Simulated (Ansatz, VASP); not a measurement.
**One calculation of WC, two programs**

```
CELL_PARAMETERS angstrom
2.93993 0.00000 0.00000
0.00000 2.93993 0.00000
0.00000 0.00000 3.02769
ATOMIC_POSITIONS crystal
W 0.50000 0.50000 0.50000
C 0.00000 0.00000 0.50000
```

Alike in both runs: functional PBE; k mesh 18 × 18 × 18; occupations gaussian, width 0.1 eV; no spin polarisation.

Ansatz relaxed the structure, and its values are those at the end. VASP's run is a single point on that final structure, the one shown.

|  | VASP | Ansatz |
| --- | --- | --- |
| version | VASP 6.6.1 | Ansatz 0.2.0 |
| potentials or method | VASP PAW PBE potentials, release 64 (W_sv, C), cutoff 520 eV | scalar-relativistic, plane waves, PAW |
| valence electrons in the cell | 18 | 18 |

```tsv
	VASP	Ansatz	Ansatz less VASP
gap on the k mesh at the Fermi level (eV)	none	none	-
pressure (GPa)	0.5	0.0	-0.53
```

A gap of «none» marks a metal or a gap that the smearing closes.

Neither program's run includes spin-orbit coupling.
